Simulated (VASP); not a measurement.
# ScIn2Se2: relaxation of cell and atoms with PBE

ScIn2Se2:

```
Sc In Se
1.0
     3.95000    0.00000    0.00000
    -1.97500    3.42080    0.00000
     0.00000    0.00000    8.88000
Sc In Se
1 2 2
Cartesian
  0.0000 0.0000 0.0000
  0.0000 0.0000 5.8430
  0.0000 0.0000 3.0370
  1.9750 1.1403 7.3704
  0.0000 2.2805 1.5096
```

| Quantity | Value |
| --- | --- |
| Program | VASP 6.6.1 |
| Task | relaxation of cell and atoms |
| Functional | PBE |
| Potentials or basis | VASP PAW PBE potentials, release 64 (Sc_sv, In_d, Se) |
| Cutoff | 600 eV |
| k mesh | 5 × 5 × 2 |
| Occupations | gaussian, width 0.2 eV |
| Spin | no spin polarisation |
| Dipole correction | no |
| Further INCAR settings | ALGO = Normal; EDIFF = 1e-06; IBRION = 2; EDIFFG = -0.08; NSW = 36; ISIF = 3 |

```yaml
Relaxed_volume: 27.91 Å³/atom
Relaxed_cell: a = 3.799 Å, b = 3.799 Å, c = 11.168 Å, α = 90.00°, β = 90.00°, γ = 120.00°
Space_group_after_relaxing_to_0.1_Å: P-3m1 (No. 164)
Energy_gained_by_relaxing: 394.6 meV/atom
Ionic_steps: 10
Pressure_after_relaxing: 0.0 GPa
Largest_force_after_relaxing: 0.044 eV/Å
Band_gap_on_the_k_mesh: zero (an odd number of electrons rules out a gap without spin polarisation)
```

Forces in eV/Å, atoms in the order of the input:
```
Sc   0.000  0.000  0.000
In   0.000  0.000 -0.044
In   0.000  0.000  0.044
Se   0.000  0.000 -0.006
Se   0.000  0.000  0.006
```

Stress tensor (GPa, compression positive):
```
 0.01  0.00  0.00
 0.00  0.01  0.00
 0.00  0.00 -0.12
```

The path:
```
step  energy change (eV)  largest force (eV/Å)  pressure (GPa)  volume (Å³)
   1              0.0000                1.2587            9.94       119.99
   2             -0.9829                1.0706           -0.87       147.68
   3             -0.9847                1.0622           -1.26       149.27
   4             -1.3555                0.9205           -2.01       150.07
   5             -1.8822                0.1071           -2.42       150.19
   6             -1.8830                0.1972           -2.59       150.37
   7             -1.9126                0.6091            2.22       135.06
   8             -1.9632                0.2196           -0.15       141.50
   9             -1.9691                0.1359           -0.11       140.73
  10             -1.9728                0.0437           -0.03       139.56
```

Final structure:
```yaml
crystal:
  lattice:
    - [3.79861, 0.00000, 0.00000]
    - [-1.89931, 3.28970, 0.00000]
    - [0.00000, 0.00000, 11.16837]
  atoms:
    - { symbol: Sc, position: [0.00000, 0.00000, 0.00000] }
    - { symbol: In, position: [0.00000, 0.00000, 0.64881] }
    - { symbol: In, position: [0.00000, 0.00000, 0.35119] }
    - { symbol: Se, position: [0.66667, 0.33333, 0.85741] }
    - { symbol: Se, position: [0.33333, 0.66667, 0.14259] }
```

Levels at points of the mesh, in eV from the Fermi level:
```tsv
k point	band 21	band 22	band 23	band 24	band 25	band 26	band 27	band 28
(0.00, 0.00, 0.00)	-2.38	-1.02	-0.82	-0.82	0.62	1.21	1.21	1.50
(0.00, 0.00, 0.50)	-2.38	-2.38	-0.82	-0.82	1.21	1.21	1.40	2.13
```

It took 2.9 min on 1 thread of Intel(R) Xeon(R) 6975P-C (Granite Rapids), with other jobs on the host, peak memory 0.29 GiB.

Caveat: the k points lie up to 0.38 Å⁻¹ apart in the final cell, too coarse for converged energies and pressures of a metal; the volume moved by over 15 % at a fixed basis, so the end points are rough; spin-orbit coupling is left out, which moves the levels of the heavy elements; the relaxation stopped at a loose force limit of 0.08 eV/Å, so its end isn't a converged minimum.
